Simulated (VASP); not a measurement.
# InSb (Pmmn) in VASP: further runs, part 2 of 2

VASP 6.6.1.

### 3 Electric field gradients, LDA

INCAR reads:

```
SYSTEM = InSb
PREC = Accurate
ENCUT = 520
EDIFF = 1E-8
ISMEAR = -1
SIGMA = 0.05
LREAL = .False.
LASPH = .True.
NELM = 60
ALGO = Normal
ISIF = 2
LWAVE = .False.
LCHARG = .False.
LEFG = .True.
NBANDS = 26
```

KPOINTS reads:

```
Automatic mesh
0
Gamma
  9 8 15
  0 0 0
```

POSCAR reads:

```
InSb
1.0
    5.3570000000      0.0000000000      0.0000000000
    0.0000000000      5.7120000000      0.0000000000
    0.0000000000      0.0000000000      3.0630000000
In Sb
2 2
Direct
    0.0000000000      0.0000000000      0.0000000000
    0.5000000000      0.5000000000      0.0000000000
    0.5000000000      0.0000000000      0.8350000000
    0.0000000000      0.5000000000      0.1650000000
```

Potentials or basis: VASP PAW LDA potentials, release 64 (In_d, Sb).

Started as:

```
$ cat potpaw_LDA.64/In_d/POTCAR potpaw_LDA.64/Sb/POTCAR > POTCAR
$ mpirun -np 1 vasp_std > vasp.out
```

OUTCAR:

```text
SYSTEM = InSb
   PREC = Accurate
   ENCUT = 520
   EDIFF = 1E-8
   ISMEAR = -1
   LREAL = .False.
   LASPH = .True.
   NELM = 60
   ISIF = 2

 ion  position               nearest neighbor table
   1  0.000  0.000  0.000-   3 2.73   3 2.73   4 2.90   4 2.90   3 3.70   3 3.70   4 3.83   4 3.83
                             2 3.92   2 3.92   2 3.92   2 3.92
   2  0.500  0.500  0.000-   4 2.73   4 2.73   3 2.90   3 2.90   4 3.70   4 3.70   3 3.83   3 3.83
                             1 3.92   1 3.92   1 3.92   1 3.92
   3  0.500  0.000  0.835-   1 2.73   1 2.73   2 2.90   2 2.90   1 3.70   1 3.70   2 3.83   2 3.83

   4  0.000  0.500  0.165-   2 2.73   2 2.73   1 2.90   1 2.90   2 3.70   2 3.70   1 3.83   1 3.83

  LATTYP: Found a simple orthorhombic cell.
 ALAT       =     3.0630000000
 B/A-ratio  =     1.7489389487
 C/A-ratio  =     1.8648383937

  Lattice vectors:

 A1 = (   0.0000000000,   0.0000000000,   3.0630000000)
 A2 = (   5.3570000000,   0.0000000000,   0.0000000000)
 A3 = (   0.0000000000,   5.7120000000,   0.0000000000)

Analysis of symmetry for initial positions (statically):
=====================================================================
 Subroutine PRICEL returns:
 Original cell was already a primitive cell.

 Routine SETGRP: Setting up the symmetry group for a
 simple orthorhombic supercell.

 Subroutine GETGRP returns: Found  8 space group operations
 (whereof  4 operations were pure point group operations)
 out of a pool of  8 trial point group operations.

The static configuration has the point symmetry C_2v.
 The point group associated with its full space group is D_2h.

Analysis of symmetry for dynamics (positions and initial velocities):
=====================================================================
 Subroutine PRICEL returns:
 Original cell was already a primitive cell.

 Routine SETGRP: Setting up the symmetry group for a
 simple orthorhombic supercell.

 Subroutine GETGRP returns: Found  8 space group operations
 (whereof  4 operations were pure point group operations)
 out of a pool of  8 trial point group operations.

The dynamic configuration has the point symmetry C_2v.
 The point group associated with its full space group is D_2h.

 Subroutine INISYM returns: Found  8 space group operations
 (whereof  4 operations are pure point group operations),
 and found     1 'primitive' translations

----------------------------------------------------------------------------------------

                                     Primitive cell

  volume of cell :      93.7253

  direct lattice vectors                    reciprocal lattice vectors
     5.357000000  0.000000000  0.000000000     0.186671645  0.000000000  0.000000000
     0.000000000  5.712000000  0.000000000     0.000000000  0.175070028  0.000000000
     0.000000000  0.000000000  3.063000000     0.000000000  0.000000000  0.326477310

  length of vectors
     5.357000000  5.712000000  3.063000000     0.186671645  0.175070028  0.326477310

  position of ions in fractional coordinates (direct lattice)
     0.000000000  0.000000000  0.000000000
     0.500000000  0.500000000  0.000000000
     0.500000000  0.000000000  0.835000000
     0.000000000  0.500000000  0.165000000

[... 96 lines left out ...]
   IMIX   =      4    mixing-type and parameters
     AMIX     =   0.40;   BMIX     =  1.00
     AMIX_MAG =   1.60;   BMIX_MAG =  1.00
  volume/ion in A,a.u.               =      23.43       158.12
  Fermi-wavevector in a.u.,A,eV,Ry     =   1.190027  2.248824 19.268076  1.416164
  Thomas-Fermi vector in A             =   2.326121
   LORBIT       =      0    0 simple, 1 ext, 2 COOP (PROOUT), +10 PAW based schemes
   GGA     = CA    functional components
   LHFCALC =     F    Hartree Fock is set to
   AEXX    =    0.0000 exact exchange contribution
   IVDW    =     0    specifies the selected vdW correction
   LEPSILON=     F    determine dielectric tensor
   LRPA    =     F    only Hartree local field effects (RPA)
 non-spin polarized calculation
  energy-cutoff  :      520.00
  volume of cell :       93.73
 maximum number of plane-waves:      2552
 NGX is ok and might be reduce to    40
   NGX = 19   NGY = 21   NGZ = 11

 number of electron      35.9999996 magnetization

 Free energy of the ion-electron system (eV)
  ---------------------------------------------------
  ext. energy  EPLUGINS =         0.00000000
  ---------------------------------------------------
  free energy    TOTEN  =       -15.46101613 eV

  energy without entropy =      -15.44734863  energy(sigma->0) =      -15.45418238

 E-fermi :   9.3573     XC(G=0): -10.9238

 val. band max:        9.3514650408   @ k =   0.2222   0.5000   0.0000
 cond. band min:       9.3580913018   @ k =   0.3333   0.1250   0.3333
 fundamental gap:      0.0066262611
 Fermi energy:         9.3573401908

 k-point     1 :       0.0000    0.0000    0.0000
  band No.  band energies     occupation
      1      -5.9108      2.00000
      2      -5.8829      2.00000
      3      -5.7468      2.00000
      4      -5.5456      2.00000
      5      -5.5276      2.00000
      6      -5.3838      2.00000
[... 685 lines left out ...]
     25      16.9756      0.00000
     26      16.9756      0.00000

 [... further k-points ...]

------------------------ aborting loop because EDIFF is reached ----------------------------------------

  FORCE on cell =-STRESS in cart. coord.  units (eV):
  Direction    XX          YY          ZZ          XY          YZ          ZX
  --------------------------------------------------------------------------------------
  -------------------------------------------------------------------------------------
  Total       12.2340340      4.8531741      3.2764110      0.0000000      0.0000000      0.0000000
  in kB      209.1334125     82.9620758     56.0082639      0.0000000      0.0000000      0.0000000
  external PRESSURE =     116.0345841 kB  Pullay stress =       0.0000000 kB

 VOLUME and BASIS-vectors are now :
 -----------------------------------------------------------------------------
  energy-cutoff  :      520.00
  volume of cell :       93.73
      direct lattice vectors                 reciprocal lattice vectors
     5.357000000  0.000000000  0.000000000     0.186671645  0.000000000  0.000000000
     0.000000000  5.712000000  0.000000000     0.000000000  0.175070028  0.000000000
     0.000000000  0.000000000  3.063000000     0.000000000  0.000000000  0.326477310

 POSITION                                       TOTAL-FORCE (eV/Angst)
 -----------------------------------------------------------------------------------
      0.00000      0.00000      0.00000         0.000000      0.000000      0.237436
      2.67850      2.85600      0.00000         0.000000      0.000000     -0.237436
      2.67850      0.00000      2.55761         0.000000      0.000000     -0.606030
      0.00000      2.85600      0.50539         0.000000      0.000000      0.606030
 -----------------------------------------------------------------------------------
    total drift:                               -0.000000      0.000000     -0.000000

  FREE ENERGIE OF THE ION-ELECTRON SYSTEM (eV)
  ---------------------------------------------------
  free  energy   TOTEN  =       -15.4610161335 eV

  energy  without entropy=      -15.4473486288  energy(sigma->0) =      -15.45418238

 Electric field gradients (V/A^2)
---------------------------------------------------------------------
 ion       V_xx      V_yy      V_zz      V_xy      V_xz      V_yz
---------------------------------------------------------------------
   1     -74.887    12.895    61.992    -0.000    -0.000    -0.000
   2     -74.887    12.895    61.992    -0.000    -0.000    -0.000
   3     -66.662   -64.100   130.762     0.000     0.000    -0.000
   4     -66.662   -64.100   130.762     0.000     0.000     0.000
---------------------------------------------------------------------

 Electric field gradients after diagonalization (V/A^2)
 (convention: |V_zz| > |V_xx| > |V_yy|)
----------------------------------------------------------------------
 ion       V_xx      V_yy      V_zz     asymmetry (V_yy - V_xx)/ V_zz
----------------------------------------------------------------------
   1      61.992    12.895   -74.887       0.656
   2      61.992    12.895   -74.887       0.656
   3     -66.662   -64.100   130.762       0.020
   4     -66.662   -64.100   130.762       0.020
----------------------------------------------------------------------

           NMR quadrupolar parameters

 Cq : quadrupolar parameter    Cq=e*Q*V_zz/h
 eta: asymmetry parameters     (V_yy - V_xx)/ V_zz
 Q  : nuclear electric quadrupole moment in mb (millibarn)
----------------------------------------------------------------------
 ion       Cq(MHz)       eta       Q (mb)
----------------------------------------------------------------------
   1      -0.181       0.656       1.000
   2      -0.181       0.656       1.000
   3       0.316       0.020       1.000
   4       0.316       0.020       1.000
----------------------------------------------------------------------
```

OSZICAR:

```text
N       E                     dE             d eps       ncg     rms          rms(c)
DAV:   1     0.300411828462E+03    0.30041E+03   -0.15869E+04 10408   0.158E+03
DAV:   2     0.107597293543E+02   -0.28965E+03   -0.28299E+03 10914   0.381E+02
DAV:   3    -0.146392358130E+02   -0.25399E+02   -0.24883E+02 13060   0.128E+02
DAV:   4    -0.155912755557E+02   -0.95204E+00   -0.94752E+00 12466   0.256E+01
DAV:   5    -0.156466361561E+02   -0.55361E-01   -0.55344E-01 16320   0.567E+00    0.707E+00
DAV:   6    -0.154969392964E+02    0.14970E+00   -0.24259E-01 14538   0.795E+00    0.384E+00
DAV:   7    -0.154640562422E+02    0.32883E-01   -0.97979E-02 14998   0.344E+00    0.729E-01
DAV:   8    -0.154613320570E+02    0.27242E-02   -0.12683E-02 13860   0.139E+00    0.464E-01
DAV:   9    -0.154610258242E+02    0.30623E-03   -0.95036E-04 13392   0.181E-01    0.120E-01
DAV:  10    -0.154610170880E+02    0.87362E-05   -0.54937E-05 14728   0.862E-02    0.433E-02
DAV:  11    -0.154610163464E+02    0.74155E-06   -0.61919E-06 13400   0.248E-02    0.225E-02
DAV:  12    -0.154610161377E+02    0.20869E-06   -0.63446E-07 13402   0.552E-03    0.532E-03
DAV:  13    -0.154610161375E+02    0.26057E-09   -0.11186E-07 14508   0.367E-03    0.778E-04
DAV:  14    -0.154610161335E+02    0.39163E-08   -0.13318E-08  7760   0.768E-04
   1 F= -.15461016E+02 E0= -.15454182E+02  d E =-.136675E-01
```

stdout:

```text
POSCAR found type information on POSCAR InSb
 POSCAR found :  2 types and       4 ions
 scaLAPACK will be used
 LDA part: xc-table for (Slater(with rela. corr.)+CA(PZ))
 , standard interpolation
 POSCAR, INCAR and KPOINTS ok, starting setup
 FFT: planning ... GRIDC
 FFT: planning ... GRID_SOFT
 FFT: planning ... GRID
 WAVECAR not read
 entering main loop
ion   1

ion   2

ion   3

ion   4
```

Wall time 3 min (1 thread of Intel Xeon 6975P-C (Granite Rapids), shared host); peak memory 0.49 GiB.

What came out:

* Free energy: -15.4610 eV
* Pressure: 11.6 GPa
* Largest force: 0.606 eV/Å
* Band gap on the k mesh: zero (band 18 reaches 11.39 eV, above the bottom of band 19 at 7.71 eV)

Forces in eV/Å, atoms in the order of the input:
```
In   0.000  0.000  0.237
In   0.000  0.000 -0.237
Sb   0.000  0.000 -0.606
Sb   0.000  0.000  0.606
```

Electric field gradients, principal values (V/Å²):
```
atom    least   middle  greatest (by size)
1 In   12.895   61.992             -74.887
2 In   12.895   61.992             -74.887
3 Sb  -64.100  -66.662             130.762
4 Sb  -64.100  -66.662             130.762
```

Caveat: without QUAD_EFG the Cq values of the log hold for a quadrupole moment of 1 mb, not for the nuclei; spin-orbit coupling is left out, which moves the levels of the heavy elements.
